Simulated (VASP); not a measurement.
# Be (I4/mmm) in VASP: a series of runs, part 2 of 2

VASP 6.6.1. Earlier steps stand in the parts before.

## Step 4: Electric field gradients, PBEsol (zz strain of +2 %)

File INCAR:

```
SYSTEM = Be
PREC = Accurate ; ENCUT = 520
EDIFF = 1E-8 ; ISMEAR = -1
SIGMA = 0.03 ; LREAL = .FALSE.
LASPH = .TRUE. ; NELM = 100
ALGO = Normal ; ISIF = 2
LWAVE = .FALSE. ; LCHARG = .FALSE.
GGA = PS ; LEFG = .TRUE.
NBANDS = 7
```

File KPOINTS:

```
Automatic mesh
0
G
  23 23 23
  0 0 0
```

File POSCAR:

```
Be
1.0
   -1.2531209513      1.2531209513      1.2781833703
    1.2531209513     -1.2531209513      1.2781833703
    1.2531209513      1.2531209513     -1.2781833703
Be
1
Direct
    0.0000000000      0.0000000000      0.0000000000
```

Potentials or basis: VASP PAW PBE potentials, release 64 (Be).

Started as:

```bash
cat potpaw_PBE.64/Be/POTCAR > POTCAR
mpirun -np 1 vasp_std > vasp.out
```

OUTCAR:

```text
SYSTEM = Be
   PREC = Accurate
   ENCUT = 520
   EDIFF = 1E-8
   ISMEAR = -1
   LREAL = .FALSE.
   LASPH = .TRUE.
   NELM = 100
   ISIF = 2
   GGA = PS

 ion  position               nearest neighbor table
   1  0.000  0.000  0.000-

  LATTYP: Found a body centered tetragonal cell.
 ALAT       =     2.5062419026
 C/A-ratio  =     1.0200000000

  Lattice vectors:

 A1 = (  -1.2531209513,   1.2531209513,   1.2781833703)
 A2 = (   1.2531209513,  -1.2531209513,   1.2781833703)
 A3 = (   1.2531209513,   1.2531209513,  -1.2781833703)

Analysis of symmetry for initial positions (statically):
=====================================================================
 Subroutine PRICEL returns:
 Original cell was already a primitive cell.

 Routine SETGRP: Setting up the symmetry group for a
 body centered tetragonal supercell.

 Subroutine GETGRP returns: Found 16 space group operations
 (whereof 16 operations were pure point group operations)
 out of a pool of 16 trial point group operations.

The static configuration has the point symmetry D_4h.

Analysis of symmetry for dynamics (positions and initial velocities):
=====================================================================
 Subroutine PRICEL returns:
 Original cell was already a primitive cell.

 Routine SETGRP: Setting up the symmetry group for a
 body centered tetragonal supercell.

 Subroutine GETGRP returns: Found 16 space group operations
 (whereof 16 operations were pure point group operations)
 out of a pool of 16 trial point group operations.

The dynamic configuration has the point symmetry D_4h.

 Subroutine INISYM returns: Found 16 space group operations
 (whereof 16 operations are pure point group operations),
[... 144 lines left out ...]
 cond. band min:       7.7619175111   @ k =   0.3478   0.3043   0.0870
 fundamental gap:      0.0212941057
 Fermi energy:         7.7569309752

 k-point     1 :       0.0000    0.0000    0.0000
  band No.  band energies     occupation
      1      -4.3688      2.00000
      2      26.6768      0.00000
      3      26.8222      0.00000
      4      26.8222      0.00000
      5      37.7799      0.00000
      6      37.7799      0.00000
      7      38.6432      0.00000
[... 221 lines left out ...]
 k-point    24 :      -0.4783    0.0435   -0.0000
  band No.  band energies     occupation
      1       2.2125      2.00000
      2       8.5435      0.00000
      3      19.8136      0.00000
      4      22.6530      0.00000
      5      28.9718      0.00000
      6      33.7082      0.00000
      7      42.5864      0.00000

 [... further k-points ...]
[... 5 lines left out ...]
  --------------------------------------------------------------------------------------
  -------------------------------------------------------------------------------------
  Total       -0.2101089     -0.2101089     -0.1640315      0.0000000     -0.0000000      0.0000000
  in kB      -41.9291382    -41.9291382    -32.7339674      0.0000000     -0.0000000      0.0000000
  external PRESSURE =     -38.8640813 kB  Pullay stress =       0.0000000 kB

 VOLUME and BASIS-vectors are now :
 -----------------------------------------------------------------------------
  energy-cutoff  :      520.00
  volume of cell :        8.03
      direct lattice vectors                 reciprocal lattice vectors
    -1.253120951  1.253120951  1.278183370     0.000000000  0.399003783  0.391180179
     1.253120951 -1.253120951  1.278183370     0.399003783  0.000000000  0.391180179
     1.253120951  1.253120951 -1.278183370     0.399003783  0.399003783  0.000000000

 POSITION                                       TOTAL-FORCE (eV/Angst)
 -----------------------------------------------------------------------------------
      0.00000      0.00000      0.00000        -0.000000     -0.000000     -0.000000
 -----------------------------------------------------------------------------------
    total drift:                                0.000000     -0.000000      0.000000

  FREE ENERGIE OF THE ION-ELECTRON SYSTEM (eV)
  ---------------------------------------------------
  free  energy   TOTEN  =        -3.8967502083 eV

  energy  without entropy=       -3.8964142865  energy(sigma->0) =       -3.89658225

 Electric field gradients (V/A^2)
---------------------------------------------------------------------
 ion       V_xx      V_yy      V_zz      V_xy      V_xz      V_yz
---------------------------------------------------------------------
   1      -0.052    -0.052     0.104     0.000     0.000     0.000
---------------------------------------------------------------------

 Electric field gradients after diagonalization (V/A^2)
 (convention: |V_zz| > |V_xx| > |V_yy|)
----------------------------------------------------------------------
 ion       V_xx      V_yy      V_zz     asymmetry (V_yy - V_xx)/ V_zz
----------------------------------------------------------------------
   1      -0.052    -0.052     0.104       0.000
----------------------------------------------------------------------

           NMR quadrupolar parameters

 Cq : quadrupolar parameter    Cq=e*Q*V_zz/h
 eta: asymmetry parameters     (V_yy - V_xx)/ V_zz
 Q  : nuclear electric quadrupole moment in mb (millibarn)
----------------------------------------------------------------------
 ion       Cq(MHz)       eta       Q (mb)
----------------------------------------------------------------------
   1       0.000       0.000       1.000
----------------------------------------------------------------------
```

Run time: 22 s. Hardware: 1 thread of Intel Xeon Platinum 8488C (Sapphire Rapids), shared host; peak memory 0.14 GiB.

What came out:

```yaml
Free_energy: -3.8968 eV
Pressure: -3.9 GPa
Band_gap_on_the_k_mesh: zero (band 1 reaches 11.17 eV, above the bottom of band 2 at 6.51 eV)
```

Stress tensor (GPa, compression positive):
```
-4.19  0.00  0.00
 0.00 -4.19  0.00
 0.00  0.00 -3.27
```

Caveat: the cell differs from its parent crystal (zz strain of +2 %); without QUAD_EFG the Cq values of the log hold for a quadrupole moment of 1 mb, not for the nuclei; the PAW data sets were made with another functional, which shifts forces and pressure a little.

## Step 5: Electric field gradients, PBEsol (zz strain of +3 %)

File INCAR:

```
ALGO = Normal
EDIFF = 1E-8
ENCUT = 520
GGA = PS
ISIF = 2
ISMEAR = -1
LASPH = True
LCHARG = False
LEFG = True
LREAL = False
LWAVE = False
NBANDS = 7
NELM = 60
PREC = Accurate
SIGMA = 0.03
```

File KPOINTS:

```
k-points
0
Gamma
  23 23 23
```

File POSCAR:

```
Be
1.0
   -1.2531209513      1.2531209513      1.2907145798
    1.2531209513     -1.2531209513      1.2907145798
    1.2531209513      1.2531209513     -1.2907145798
Be
1
Direct
    0.0000000000      0.0000000000      0.0000000000
```

Potentials or basis: VASP PAW PBE potentials, release 64 (Be).

Started as:

```bash
cat potpaw_PBE.64/Be/POTCAR > POTCAR
mpirun -np 1 vasp_std > vasp.out
```

OUTCAR:

```text
EDIFF = 1E-8
   ENCUT = 520
   GGA = PS
   ISIF = 2
   ISMEAR = -1
   LASPH = True
   LREAL = False
   NELM = 60
   PREC = Accurate

 ion  position               nearest neighbor table
   1  0.000  0.000  0.000-

  LATTYP: Found a body centered tetragonal cell.
 ALAT       =     2.5062419026
 C/A-ratio  =     1.0300000000

  Lattice vectors:

[... 446 lines left out ...]
 -----------------------------------------------------------------------------------
    total drift:                               -0.000000      0.000000     -0.000000

  FREE ENERGIE OF THE ION-ELECTRON SYSTEM (eV)
  ---------------------------------------------------
  free  energy   TOTEN  =        -3.8946942618 eV

  energy  without entropy=       -3.8943487296  energy(sigma->0) =       -3.89452150

 Electric field gradients (V/A^2)
---------------------------------------------------------------------
 ion       V_xx      V_yy      V_zz      V_xy      V_xz      V_yz
---------------------------------------------------------------------
   1      -0.129    -0.129     0.258     0.000     0.000     0.000
---------------------------------------------------------------------

 Electric field gradients after diagonalization (V/A^2)
 (convention: |V_zz| > |V_xx| > |V_yy|)
----------------------------------------------------------------------
 ion       V_xx      V_yy      V_zz     asymmetry (V_yy - V_xx)/ V_zz
----------------------------------------------------------------------
   1      -0.129    -0.129     0.258       0.000
----------------------------------------------------------------------

           NMR quadrupolar parameters

 Cq : quadrupolar parameter    Cq=e*Q*V_zz/h
 eta: asymmetry parameters     (V_yy - V_xx)/ V_zz
 Q  : nuclear electric quadrupole moment in mb (millibarn)
----------------------------------------------------------------------
 ion       Cq(MHz)       eta       Q (mb)
----------------------------------------------------------------------
   1       0.001       0.000       1.000
----------------------------------------------------------------------
```

stdout:

```text
POSCAR found type information on POSCAR Be
 POSCAR found :  1 types and       1 ions
 scaLAPACK will be used
 -----------------------------------------------------------------------------
|                                                                             |
|                                                                             |
|     You enforced a specific xc type in the INCAR file but a different       |
|     I HOPE YOU KNOW WHAT YOU ARE DOING!                                     |
|                                                                             |
 -----------------------------------------------------------------------------

 LDA part: xc-table for (Slater+PW92), standard interpolation
 POSCAR, INCAR and KPOINTS ok, starting setup
 FFT: planning ... GRIDC
 FFT: planning ... GRID_SOFT
 FFT: planning ... GRID
 WAVECAR not read
 entering main loop
ion   1
```

Run time: 21 s. Hardware: 1 thread of Intel Xeon Platinum 8488C (Sapphire Rapids), shared host; peak memory 0.15 GiB.

Results:

- Free energy: -3.8947 eV
- Pressure: -4.9 GPa
- Band gap on the k mesh: zero (band 1 reaches 10.82 eV, above the bottom of band 2 at 6.48 eV)

Levels at points of the mesh, in eV from the Fermi level:
```
           k point  band 1  band 2  band 3  band 4
(0.00, 0.00, 0.00)  -12.07   18.73   18.93   18.93
```

Caveat: the cell differs from its parent crystal (zz strain of +3 %); without QUAD_EFG the Cq values of the log hold for a quadrupole moment of 1 mb, not for the nuclei; the PAW data sets were made with another functional, which shifts forces and pressure a little.

## Step 6: The runs side by side

```tsv
cell	gap on the mesh (eV)	pressure (GPa)
a = 2.178 Å, angles 109.7, 109.7, 108.9°, 1 atom	none	-2.8
a = 2.185 Å, angles 110.0, 110.0, 108.4°, 1 atom	none	-3.9
a = 2.192 Å, angles 110.3, 110.3, 107.9°, 1 atom	none	-4.9
```

Alike in all rows: task electric field gradients; level PBEsol; potentials or basis VASP PAW PBE potentials, release 64 (Be); no spin polarisation; k mesh 23 × 23 × 23; cutoff (eV) 520; smearing fermi-dirac 0.03 eV.

Caveats: the PAW data sets were made with another functional, which shifts forces and pressure a little.

Absolute energies hang on the potentials; compare differences alone.
